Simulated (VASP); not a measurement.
A run of VASP 6.6.1 is set up as follows.

INCAR

```
PREC = Accurate
ENCUT = 520
EDIFF = 1E-6
ISMEAR = -1
SIGMA = 0.05
LREAL = Auto
LASPH = True
NELM = 80
ALGO = Normal
ISIF = 2
LWAVE = False
LCHARG = False
GGA = PE
NBANDS = 104
NELECT = 176.0
```

The input KPOINTS:

```
Automatic mesh
0
Gamma
  2 2 2
  0.5 0.5 0.5
```

The input POSCAR:

```
K4Zn4F13
1.0
    8.1045260000      0.0000000000      0.0000000000
    0.0000000000      8.1045260000      0.0000000000
    0.0000000000      0.0000000000      4.0522630000
K Zn F
4 4 13
Direct
    0.0062370000      0.0030070000      0.9970090000
    0.9912670000      0.5058640000      0.0106270000
    0.4959160000      0.9969370000      0.9862750000
    0.4975880000      0.5033760000      0.0010660000
    0.2480160000      0.2430600000      0.5004980000
    0.2543900000      0.7467760000      0.4957000000
    0.7516430000      0.2543240000      0.5001540000
    0.7396280000      0.7601460000      0.4733010000
    0.2447980000      0.2517080000      0.0117970000
    0.2587270000      0.7461790000      0.0004270000
    0.7425480000      0.2557090000      0.0062000000
    0.7460740000      0.7512860000      0.9992690000
    0.0015570000      0.2521140000      0.5132870000
    0.9951220000      0.7505230000      0.4906480000
    0.5105930000      0.2518540000      0.4942340000
    0.4951600000      0.7461450000      0.5090990000
    0.2463570000      0.9953360000      0.5067490000
    0.2561500000      0.5024500000      0.4953550000
    0.7593150000      0.0101360000      0.5007750000
    0.7582430000      0.4980780000      0.5030690000
    0.5007890000      0.7554660000      0.9938470000
```

Potentials or basis: VASP PAW PBE potentials, release 64 (K_sv, Zn, F).

The run is started by

```sh
$ cat potpaw_PBE.64/K_sv/POTCAR potpaw_PBE.64/Zn/POTCAR potpaw_PBE.64/F/POTCAR > POTCAR
$ mpirun -np 1 vasp_std > vasp.out
```

Predict the largest force.

4.862 eV/Å.

Forces on the atoms (eV/Å):
```
K   -0.191 -0.349  0.019
K    0.090  0.228 -0.106
K    0.020  3.773  0.007
K    0.017 -2.405 -0.004
Zn   0.855  0.611  0.318
Zn   0.457 -0.011  0.100
Zn  -0.138  0.076  0.191
Zn  -0.823 -0.431  0.814
F   -0.126 -0.085 -0.486
F   -4.860 -0.059 -0.119
F    0.459 -0.070 -0.278
F    4.433  0.003 -0.785
F    0.132 -0.015 -0.015
F    0.194  0.064  0.086
F   -1.286 -0.111  0.098
F    0.369 -0.156 -1.381
F   -0.209  0.683 -0.023
F   -0.406 -1.120  0.094
F    0.183 -0.205  0.021
F    0.162  0.296  0.010
F    0.670 -0.720  1.438
```

Caveat: the k points lie up to 0.78 Å⁻¹ apart; the cell carries a net charge on a neutralising background, which shifts energy and pressure.
